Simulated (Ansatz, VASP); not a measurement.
**Rh in VASP and in Ansatz**

Contents of INCAR:

```
SYSTEM = Rh
ALGO = Fast ; EDIFF = 1E-6
ENCUT = 520 ; GGA = PS
ISIF = 2 ; ISMEAR = 0
LASPH = .True. ; LCHARG = .False.
LREAL = .False. ; LWAVE = .False.
NBANDS = 22 ; NELM = 80
PREC = Accurate ; SIGMA = 0.15
```

Contents of KPOINTS:

```
k-points
0
Gamma
  21 21 12
  0 0 0
```

The input POSCAR:

```
Rh
1.0
    2.7219810047      0.0000000000      0.0000000000
   -1.3609905023      2.3573046987      0.0000000000
    0.0000000000      0.0000000000      4.5625845600
Rh
2
Direct
    0.6666666667      0.3333333333      0.7500000000
    0.3333333333      0.6666666667      0.2500000000
```

Input for Ansatz:

```yaml
crystal:
  lattice:
    - [2.7219810047, 0.0, 0.0]
    - [-1.3609905023, 2.3573046987, 0.0]
    - [0.0, 0.0, 4.56258456]
  atoms:
    - { symbol: Rh, position: [0.6666666667, 0.3333333333, 0.75] }
    - { symbol: Rh, position: [0.3333333333, 0.6666666667, 0.25] }
basis:
  ecutwfc: 420
kpoints:
  mp_grid: { grid: [21, 21, 12] }
hamiltonian:
  xc: pbesol
  pseudopotentials: { kind: paw, azcp: { folder: soft_1 } }
scf:
  occupations: { method: gaussian, width: 0.15 }
output:
  forces: true
  stress: true
  eigenvalues: true
```

Alike in both runs: task single point; functional PBEsol; k mesh 21 × 21 × 12; occupations gaussian, width 0.15 eV; no spin polarisation.

|  | VASP | Ansatz |
| --- | --- | --- |
| version | VASP 6.6.1 | Ansatz 0.2.0 |
| potentials or method | VASP PAW PBE potentials, release 64 (Rh_pv), cutoff 520 eV | scalar-relativistic, plane waves, PAW |
| valence electrons in the cell | 30 | 34 |

|  | VASP | Ansatz | Ansatz less VASP |
| --- | --- | --- | --- |
| gap on the k mesh at the Fermi level (eV) | none | none | - |
| pressure (GPa) | -18.1 | -18.2 | -0.07 |
| traceless stress, the component that is largest in VASP (GPa) | -5.52 | -5.53 | -0.006 |

VASP's potentials were made for PBE, not for PBEsol, and Ansatz warns of the same on its side. A gap of «none» marks a metal or a gap that the smearing closes. VASP's potentials hold 30 valence electrons a cell and Ansatz's 34, so a difference there can come from the potentials and not from the codes.
